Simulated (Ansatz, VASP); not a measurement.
WC in VASP and in Ansatz

```
W C
1.0
     2.90650    0.00000    0.00000
    -1.45325    2.51710    0.00000
     0.00000    0.00000    2.83660
W C
1 1
Direct
  0.00000 0.00000 0.00000
  0.66667 0.33333 0.50000
```

Alike in both runs: task single point; functional PBE; k mesh 10 × 10 × 9; occupations gaussian, width 0.028 eV; no spin polarisation.

```csv
,VASP,Ansatz
version,VASP 6.6.1,Ansatz 0.2.0
potentials or method,"VASP PAW PBE potentials, release 64 (W_sv, C), cutoff 520 eV","all-electron LAPW, scalar-relativistic"
```

VASP gave:

- gap on the k mesh at the Fermi level (eV): none
- pressure (GPa): 6.7
- traceless stress, the component that is largest in VASP (GPa): -0.44

What did Ansatz give for the same quantities?

gap on the k mesh at the Fermi level (eV): none; pressure (GPa): 5.7; traceless stress, the component that is largest in VASP (GPa): -0.62.

A gap of «none» marks a metal or a gap that the smearing closes. Ansatz ran all-electron here, and VASP with PAW potentials.

Spin-orbit coupling is off throughout.
